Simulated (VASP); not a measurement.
**Ge: single point with PBEsol**

Crystal: Ge.

```
CELL_PARAMETERS angstrom
3.95659 0.00000 0.00000
-1.97830 3.42651 0.00000
0.00000 0.00000 6.52973
ATOMIC_POSITIONS crystal
Ge 0.66667 0.33333 0.06291
Ge 0.33333 0.66667 0.56291
Ge 0.66667 0.33333 0.43709
Ge 0.33333 0.66667 0.93709
```

This isn't the form of Ge at room conditions, which is diamond.

```
Program             : VASP 6.6.1
Task                : single point
Functional          : PBEsol
Potentials or basis : VASP PAW PBE potentials, release 64 (Ge_d)
Cutoff              : 520 eV
k mesh              : 12 × 12 × 6
Occupations         : gaussian, width 0.1 eV
Spin                : no spin polarisation
```

```json
{
 "Pressure": "2.1 GPa",
 "Band gap on the k mesh": "zero (bands 28 and 29 overlap by 0.09 eV)"
}
```

Forces on the atoms (eV/Å):
```
Ge   0.000  0.000  0.002
Ge   0.000  0.000  0.002
Ge   0.000  0.000 -0.002
Ge   0.000  0.000 -0.002
```

Levels at points of the mesh, in eV from the Fermi level:
```csv
k point,band 24,band 25,band 26,band 27,band 28,band 29,band 30,band 31,band 32,band 33
"(0.00, 0.00, 0.00)",-1.60,-1.60,-0.23,-0.12,0.07,0.07,0.19,2.18,2.18,2.70
"(0.50, 0.00, 0.00)",-6.90,-4.83,-3.25,-3.02,-1.56,0.37,1.64,3.43,3.63,4.32
"(0.00, 0.00, 0.50)",-4.93,-0.95,-0.95,-0.95,-0.95,0.68,0.68,3.31,3.31,3.31
"(0.50, 0.00, 0.50)",-8.07,-2.70,-2.70,-2.57,-2.57,0.43,0.43,1.97,1.97,6.12
```

Wall time 75 s on 1 thread of AMD EPYC 9R45 (Zen 5) (shared host), peak memory 0.27 GiB.

Caveat: semilocal functionals underestimate gaps, and a narrow one can read as zero; the PAW data sets were made with another functional, which shifts forces and pressure a little.
